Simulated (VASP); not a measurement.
# InAs (F-43m) in VASP: a series of runs

InAs is run at these levels: HSE06, PBE0; tasks: single point.

Program: VASP 6.6.1. These are calculated values, not measurements. Logs are shortened: lines on timing, memory, paths and dates and some standing lists are left out, and cuts for length are marked.

## Step 1: The cell of the first run

It takes space group F-43m (No. 216, cubic). Conventional cell: a = 6.113 Å, b = 6.113 Å, c = 6.113 Å, α = 90.00°, β = 90.00°, γ = 90.00°. In (site symmetry -43m) has 4 As at 2.65 Å within 3.5 Å. Within 3.5 Å of As (site symmetry -43m) lie 4 In at 2.65 Å.

## Step 2: Single point, HSE06

POSCAR

```
InAs
1.0
    0.0000000000      3.0564337297      3.0564337297
    3.0564337297      0.0000000000      3.0564337297
    3.0564337297      3.0564337297      0.0000000000
In As
1 1
Direct
    0.0000000000      0.0000000000      0.0000000000
    0.2500000000      0.2500000000      0.2500000000
```

INCAR.step1

```
ALGO = Normal
EDIFF = 1E-5
ENCUT = 400
GGA = PE
GGA_COMPAT = False
ISIF = 2
ISMEAR = -1
LASPH = True
LCHARG = False
LREAL = False
LWAVE = True
NBANDS = 21
NELM = 120
PREC = Accurate
SIGMA = 0.02
```

INCAR.step2

```
ALGO = Normal
EDIFF = 1E-6
ENCUT = 400
GGA = PE
GGA_COMPAT = False
HFSCREEN = 0.2079
ISIF = 2
ISMEAR = -1
ISTART = 1
LASPH = True
LCHARG = False
LHFCALC = True
LREAL = False
LWAVE = False
NBANDS = 21
NELM = 120
PREC = Accurate
PRECFOCK = Normal
SIGMA = 0.02
```

KPOINTS

```
k-points
0
Gamma
  4 4 4
```

Potentials or basis: VASP PAW PBE potentials, release 64 (In_d, As_d).

Run with:

```
cat potpaw_PBE.64/In_d/POTCAR potpaw_PBE.64/As_d/POTCAR > POTCAR
cp INCAR.step1 INCAR
mpirun -np 1 vasp_std > vasp.out
cp INCAR.step2 INCAR
mpirun -np 1 vasp_std > vasp.out
```

OUTCAR:

```text
EDIFF = 1E-6
   ENCUT = 400
   GGA = PE
   HFSCREEN = 0.2079
   ISIF = 2
   ISMEAR = -1
   ISTART = 1
   LASPH = True
   LHFCALC = True
   LREAL = False
   NELM = 120
   PREC = Accurate
   PRECFOCK = Normal

 ion  position               nearest neighbor table
   1  0.000  0.000  0.000-   2 2.65   2 2.65   2 2.65   2 2.65
   2  0.250  0.250  0.250-   1 2.65   1 2.65   1 2.65   1 2.65

  LATTYP: Found a face centered cubic cell.
 ALAT       =     6.1128674594

  Lattice vectors:

 A1 = (   0.0000000000,   3.0564337297,   3.0564337297)
 A2 = (   3.0564337297,   0.0000000000,   3.0564337297)
 A3 = (   3.0564337297,   3.0564337297,   0.0000000000)

Analysis of symmetry for initial positions (statically):
=====================================================================
 Subroutine PRICEL returns:
 Original cell was already a primitive cell.

 Routine SETGRP: Setting up the symmetry group for a
 face centered cubic supercell.

 Subroutine GETGRP returns: Found 24 space group operations
 (whereof 24 operations were pure point group operations)
 out of a pool of 48 trial point group operations.

The static configuration has the point symmetry T_d .

Analysis of symmetry for dynamics (positions and initial velocities):
=====================================================================
 Subroutine PRICEL returns:
 Original cell was already a primitive cell.

 Routine SETGRP: Setting up the symmetry group for a
 face centered cubic supercell.

 Subroutine GETGRP returns: Found 24 space group operations
 (whereof 24 operations were pure point group operations)
 out of a pool of 48 trial point group operations.

The dynamic configuration has the point symmetry T_d .

 Subroutine INISYM returns: Found 24 space group operations
 (whereof 24 operations are pure point group operations),
 and found     1 'primitive' translations

----------------------------------------------------------------------------------------

                                     Primitive cell

  volume of cell :      57.1051

  direct lattice vectors                    reciprocal lattice vectors
     0.000000000  3.056433730  3.056433730    -0.163589348  0.163589348  0.163589348
     3.056433730  0.000000000  3.056433730     0.163589348 -0.163589348  0.163589348
     3.056433730  3.056433730  0.000000000     0.163589348  0.163589348 -0.163589348

  length of vectors
     4.322450033  4.322450033  4.322450033     0.283345062  0.283345062  0.283345062

  position of ions in fractional coordinates (direct lattice)
     0.000000000  0.000000000  0.000000000
     0.250000000  0.250000000  0.250000000

  ion indices of the primitive-cell ions
   primitive index   ion index
                 1           1
                 2           2

----------------------------------------------------------------------------------------

 KPOINTS: k-points

Automatic generation of k-mesh.
 Grid dimensions read from file:
 generate k-points for:    4    4    4

 Generating k-lattice:

  Cartesian coordinates                     Fractional coordinates (reciprocal lattice)
    -0.040897337  0.040897337  0.040897337     0.250000000  0.000000000  0.000000000
     0.040897337 -0.040897337  0.040897337     0.000000000  0.250000000  0.000000000
     0.040897337  0.040897337 -0.040897337     0.000000000  0.000000000  0.250000000

  Length of vectors
     0.070836265  0.070836265  0.070836265

  Shift w.r.t. Gamma in fractional coordinates (k-lattice)
     0.000000000  0.000000000  0.000000000

 Subroutine IBZKPT returns following result:
 ===========================================

 Found      8 irreducible k-points:

 Following reciprocal coordinates:
            Coordinates               Weight
  0.000000  0.000000  0.000000      1.000000
  0.250000  0.000000  0.000000      8.000000
  0.500000  0.000000  0.000000      4.000000
  0.250000  0.250000  0.000000      6.000000
  0.500000  0.250000  0.000000     24.000000
 -0.250000  0.250000  0.000000     12.000000
  0.500000  0.500000  0.000000      3.000000
 -0.250000  0.500000  0.250000      6.000000
   k-points           NKPTS =      8   k-points in BZ     NKDIM =     64   number of bands    NBANDS=     21
   number of dos      NEDOS =    301   number of ions     NIONS =      2
   total plane-waves  NPLWV =  21952
   dimension x,y,z NGX =    28 NGY =   28 NGZ =   28
   dimension x,y,z NGXF=    56 NGYF=   56 NGZF=   56
   ions per type =               1   1
   NGX,Y,Z   is equivalent  to a cutoff of  10.77, 10.77, 10.77 a.u.
   NGXF,Y,Z  is equivalent  to a cutoff of  21.54, 21.54, 21.54 a.u.
 SYSTEM =  unknown system
   PREC   = accura    normal or accurate (medium, high low for compatibility)
   ISTART =      1    job   : 0-new  1-cont  2-samecut
   ICHARG =      0    charge: 1-file 2-atom 10-const
   ISPIN  =      1    spin polarized calculation?
   LNONCOLLINEAR =      F non collinear calculations
   LSORBIT =      F    spin-orbit coupling
   LASPH  =      T    aspherical Exc in radial PAW
   ENCUT  =  400.0 eV  29.40 Ry    5.42 a.u.   7.05  7.05  7.05*2*pi/ulx,y,z
   NELM   =    120;   NELMIN=  2; NELMDL=  0     # of ELM steps
   EDIFF  = 0.1E-05   stopping-criterion for ELM
   LREAL  =      F    real-space projection
   EDIFFG = 0.1E-04   stopping-criterion for IOM
   NSW    =      0    number of steps for IOM
   IBRION =     -1    ionic relax: 0-MD 1-quasi-New 2-CG
   NFREE  =      0    steps in history (QN), initial steepest desc. (CG)
   ISIF   =      2    stress and relaxation
   ISYM   =      3    0-nonsym 1-usesym 2-fastsym
   POTIM  = 0.5000    time-step for ionic-motion
   TEBEG  =    0.0;   TEEND  =   0.0 temperature during run
   PSTRESS=    0.0 pullay stress
   NELECT =      28.0000    total number of electrons
   NUPDOWN=      -1.0000    fix difference up-down
   EMIN   =  10.00;   EMAX   =-10.00  energy-range for DOS
   EFERMI =   0.00;   METHOD = LEGACY
   ISMEAR =    -1;   SIGMA  =   0.02  broadening in eV -4-tet -1-fermi 0-gaus
   EFERMI_NEDOS =   21; number of points for ismear=-14 and -15
   IALGO  =     38    algorithm
   IMIX   =      1    mixing-type and parameters
     AMIX     =   0.40;   BMIX     =  1.00
     AMIX_MAG =   1.60;   BMIX_MAG =  1.00
  volume/ion in A,a.u.               =      28.55       192.68
  Fermi-wavevector in a.u.,A,eV,Ry     =   1.290930  2.439503 22.674095  1.666499
  Thomas-Fermi vector in A             =   2.422731
   LORBIT       =      0    0 simple, 1 ext, 2 COOP (PROOUT), +10 PAW based schemes
   GGA     = PE    functional components
   LHFCALC =     T    Hartree Fock is set to
   PRECFOCK=normal    Normal, Fast or Accurate (Low or Medium for compatibility)
   ENCUT4O =  -1.0   cutoff for four orbital integrals eV
   NKREDX  =     1    reduce k-point grid by
   NKREDY  =     1    reduce k-point grid by
   NKREDZ  =     1    reduce k-point grid by
   AEXX    =    0.2500 exact exchange contribution
   HFSCREEN=    0.2079 screening length (either q_TF or 0.3 A-1)
   HFSCREENC=   0.2079 screening length for correlation (either q_TF or 0.3 A-1)
   ENCUTFOCK=  -1.0 apply spherical cutoff to Coloumb kernel
   IVDW    =     0    specifies the selected vdW correction
   LEPSILON=     F    determine dielectric tensor
   LRPA    =     F    only Hartree local field effects (RPA)
 non-spin polarized calculation
  energy-cutoff  :      400.00
  volume of cell :       57.11
 maximum number of plane-waves:      1056
  NGX = 24; NGY = 24; NGZ = 24

 number of electron      27.9999984 magnetization

 Free energy of the ion-electron system (eV)
  ---------------------------------------------------
  ext. energy  EPLUGINS =         0.00000000
  ---------------------------------------------------
  free energy    TOTEN  =        -9.13506898 eV

  energy without entropy =       -9.13506738  energy(sigma->0) =       -9.13506818

 E-fermi :   3.3909     XC(G=0):  -7.6535

 val. band max:        3.1885067311   @ k =   0.0000   0.0000   0.0000
 cond. band min:       3.5712779020   @ k =   0.0000   0.0000   0.0000
 fundamental gap:      0.3827711709
 Fermi energy:         3.3908786440

 k-point     1 :       0.0000    0.0000    0.0000
  band No.  band energies     occupation
      1     -35.2189      2.00000
      2     -35.2189      2.00000
      3     -35.2189      2.00000
      4     -35.2110      2.00000
      5     -35.2110      2.00000
      6     -12.9192      2.00000
[... 13 lines left out ...]
     20      13.7419      0.00000
     21      13.7419      0.00000

 k-point     2 :       0.2500    0.0000    0.0000
  band No.  band energies     occupation
      1     -35.2189      2.00000
      2     -35.2188      2.00000
      3     -35.2188      2.00000
      4     -35.2110      2.00000
      5     -35.2110      2.00000
      6     -12.9685      2.00000
[... 13 lines left out ...]
     20      12.5739      0.00000
     21      12.5739      0.00000

 k-point     3 :       0.5000    0.0000    0.0000
  band No.  band energies     occupation
      1     -35.2190      2.00000
      2     -35.2188      2.00000
      3     -35.2188      2.00000
      4     -35.2110      2.00000
      5     -35.2110      2.00000
      6     -13.0145      2.00000
[... 13 lines left out ...]
     20      14.9082      0.00000
     21      14.9082      0.00000

 k-point     4 :       0.2500    0.2500    0.0000
  band No.  band energies     occupation
      1     -35.2189      2.00000
      2     -35.2188      2.00000
      3     -35.2188      2.00000
      4     -35.2110      2.00000
      5     -35.2109      2.00000
      6     -13.0000      2.00000
[... 13 lines left out ...]
     20      14.4576      0.00000
     21      15.0883      0.00000

 k-point     5 :       0.5000    0.2500    0.0000
  band No.  band energies     occupation
      1     -35.2189      2.00000
      2     -35.2188      2.00000
      3     -35.2188      2.00000
      4     -35.2110      2.00000
      5     -35.2109      2.00000
      6     -13.0364      2.00000
[... 13 lines left out ...]
     20      15.1824      0.00000
     21      15.5908      0.00000

 k-point     6 :      -0.2500    0.2500    0.0000
  band No.  band energies     occupation
      1     -35.2189      2.00000
      2     -35.2188      2.00000
      3     -35.2188      2.00000
      4     -35.2110      2.00000
      5     -35.2109      2.00000
      6     -13.0137      2.00000
[... 13 lines left out ...]
     20      13.8534      0.00000
     21      15.6817      0.00000

 k-point     7 :       0.5000    0.5000    0.0000
  band No.  band energies     occupation
      1     -35.2191      2.00000
      2     -35.2187      2.00000
      3     -35.2187      2.00000
      4     -35.2110      2.00000
      5     -35.2108      2.00000
      6     -13.0686      2.00000
[... 13 lines left out ...]
     20      15.7597      0.00000
     21      16.3198      0.00000

 k-point     8 :      -0.2500    0.5000    0.2500
  band No.  band energies     occupation
      1     -35.2189      2.00000
      2     -35.2189      2.00000
      3     -35.2187      2.00000
      4     -35.2110      2.00000
      5     -35.2109      2.00000
      6     -13.0473      2.00000
[... 13 lines left out ...]
     20      15.8458      0.00000
     21      15.8807      0.00000

------------------------ aborting loop because EDIFF is reached ----------------------------------------

  FORCE on cell =-STRESS in cart. coord.  units (eV):
  Direction    XX          YY          ZZ          XY          YZ          ZX
  --------------------------------------------------------------------------------------
  -------------------------------------------------------------------------------------
  Total        0.0102910      0.0102910      0.0102910     -0.0000000     -0.0000000      0.0000000
  in kB        0.2887321      0.2887321      0.2887321     -0.0000000     -0.0000000      0.0000000
  external PRESSURE =       0.2887321 kB  Pullay stress =       0.0000000 kB

 VOLUME and BASIS-vectors are now :
 -----------------------------------------------------------------------------
  energy-cutoff  :      400.00
  volume of cell :       57.11
      direct lattice vectors                 reciprocal lattice vectors
     0.000000000  3.056433730  3.056433730    -0.163589348  0.163589348  0.163589348
     3.056433730  0.000000000  3.056433730     0.163589348 -0.163589348  0.163589348
     3.056433730  3.056433730  0.000000000     0.163589348  0.163589348 -0.163589348

 POSITION                                       TOTAL-FORCE (eV/Angst)
 -----------------------------------------------------------------------------------
      0.00000      0.00000      0.00000        -0.000000     -0.000000      0.000000
      1.52822      1.52822      1.52822         0.000000      0.000000     -0.000000
 -----------------------------------------------------------------------------------
    total drift:                                0.000006      0.000005      0.000014

  FREE ENERGIE OF THE ION-ELECTRON SYSTEM (eV)
  ---------------------------------------------------
  free  energy   TOTEN  =        -9.1350689806 eV

  energy  without entropy=       -9.1350673825  energy(sigma->0) =       -9.13506818
```

Wall time 14 min (1 thread of Intel Xeon Platinum 8259CL at 2.50GHz (Skylake/Cascade Lake), shared host); peak memory 0.26 GiB.

What came out:

```yaml
Free_energy: -9.1351 eV
Pressure: 0.0 GPa
Band_gap_on_the_k_mesh: 0.38 eV
```

Caveat: the k points lie up to 0.45 Å⁻¹ apart; the PAW data sets were made with another functional, which shifts forces and pressure a little; spin-orbit coupling is left out, which moves the levels of the heavy elements.

## Step 3: Single point, PBE0

POSCAR

```
InAs
1.0
    0.0000000000      3.0545904655      3.0545904655
    3.0545904655      0.0000000000      3.0545904655
    3.0545904655      3.0545904655      0.0000000000
In As
1 1
Direct
    0.0000000000      0.0000000000      0.0000000000
    0.2500000000      0.2500000000      0.2500000000
```

INCAR.step1

```
SYSTEM = InAs
  ALGO = Normal
  EDIFF = 1E-5
  ENCUT = 520
  GGA = PE
  ISIF = 2
  ISMEAR = 0
  LASPH = .True.
  LCHARG = .False.
  LREAL = .False.
  LWAVE = .True.
  NBANDS = 16
  NELM = 80
  PREC = Accurate
  SIGMA = 0.01
```

INCAR.step2

```
SYSTEM = InAs
  AEXX = 0.25
  ALGO = Normal
  EDIFF = 1E-6
  ENCUT = 520
  GGA = PE
  ISIF = 2
  ISMEAR = 0
  ISTART = 1
  LASPH = .True.
  LCHARG = .False.
  LHFCALC = .True.
  LREAL = .False.
  LWAVE = .False.
  NBANDS = 16
  NELM = 80
  PREC = Accurate
  PRECFOCK = Normal
  SIGMA = 0.01
```

KPOINTS

```
k-points
0
Gamma
  6 6 6
  0 0 0
```

Potentials or basis: VASP PAW PBE potentials, release 64 (In_d, As).

Run with:

```
cat potpaw_PBE.64/In_d/POTCAR potpaw_PBE.64/As/POTCAR > POTCAR
cp INCAR.step1 INCAR
mpirun -np 1 vasp_std > vasp.out
cp INCAR.step2 INCAR
mpirun -np 1 vasp_std > vasp.out
```

Wall time 60 min (1 thread of AMD EPYC 7R13 (Zen 3), shared host); peak memory 0.19 GiB.

The run converged. Its results:

| Quantity | Value |
| --- | --- |
| Free energy | -10.1001 eV |
| Pressure | -0.5 GPa |
| Band gap on the k mesh | 0.94 eV |

Levels at points of the mesh, in eV from the valence-band top:
```csv
k point,band 7,band 8,band 9,band 10,band 11,band 12
"(0.00, 0.00, 0.00)",0.00,0.00,0.00,0.94,5.33,5.33
"(0.50, 0.00, 0.00)",-6.20,-1.05,-1.05,2.20,6.12,6.12
"(0.50, 0.50, 0.00)",-6.28,-2.47,-2.47,2.80,3.37,10.79
```

Caveat: the PAW data sets were made with another functional, which shifts forces and pressure a little; spin-orbit coupling is left out, which moves the levels of the heavy elements.

[end of part 1 of 2]
